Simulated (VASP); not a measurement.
Wanted: the native input for a VASP 6.6.1 run.

```yaml
Task: relaxation of cell and atoms
Functional: PBE
Potentials_or_basis: VASP PAW PBE potentials, release 64 (W_sv)
Cutoff: 600 eV
k_mesh: 18 × 18 × 18
Occupations: gaussian, width 0.1 eV
Spin: no spin polarisation
Dipole_correction: no
Further_INCAR_settings: ALGO = Fast; EDIFF = 1e-06; IBRION = 2; EDIFFG = -0.005; NSW = 100; ISIF = 3
```

The structure of W lies in POSCAR:

```
W
1.0
   -1.5973000000      1.5973000000      1.5973000000
    1.5973000000     -1.5973000000      1.5973000000
    1.5973000000      1.5973000000     -1.5973000000
W
1
Direct
    0.0000000000      0.0000000000      0.0000000000
```

One way to write it, as run:

INCAR

```
SYSTEM = W
PREC = Accurate
ENCUT = 600
EDIFF = 1E-6
ISMEAR = 0
SIGMA = 0.1
LREAL = .FALSE.
LASPH = .TRUE.
NELM = 80
ALGO = Fast
ISIF = 3
LWAVE = .FALSE.
LCHARG = .FALSE.
GGA = PE
IBRION = 2
NSW = 100
EDIFFG = -0.005
```

KPOINTS

```
regular mesh
0
G
  18 18 18
  0 0 0
```

Potentials or basis: VASP PAW PBE potentials, release 64 (W_sv).

Run with:

```console
$ cat potpaw_PBE.64/W_sv/POTCAR > POTCAR
$ mpirun -np 1 vasp_std > vasp.out
```

It gave:

```json
{
 "Relaxed volume": "16.16 Å³/atom",
 "Relaxed cell": "a = 2.759 Å, b = 2.759 Å, c = 2.759 Å, α = 109.47°, β = 109.47°, γ = 109.47°",
 "Space group after relaxing (to 0.05 Å)": "Im-3m (No. 229)",
 "Energy gained by relaxing": "1.1 meV/atom",
 "Ionic steps": "3",
 "Pressure after relaxing": "0.0 GPa",
 "Band gap on the k mesh": "zero (band 7 reaches 16.19 eV, above the bottom of band 8 at 9.97 eV)"
}
```

Caveat: spin-orbit coupling is left out, which moves the levels of the heavy elements.

Run time: 29 s on 1 thread of Intel(R) Xeon(R) 6975P-C (Granite Rapids) (shared host), peak memory 0.17 GiB.
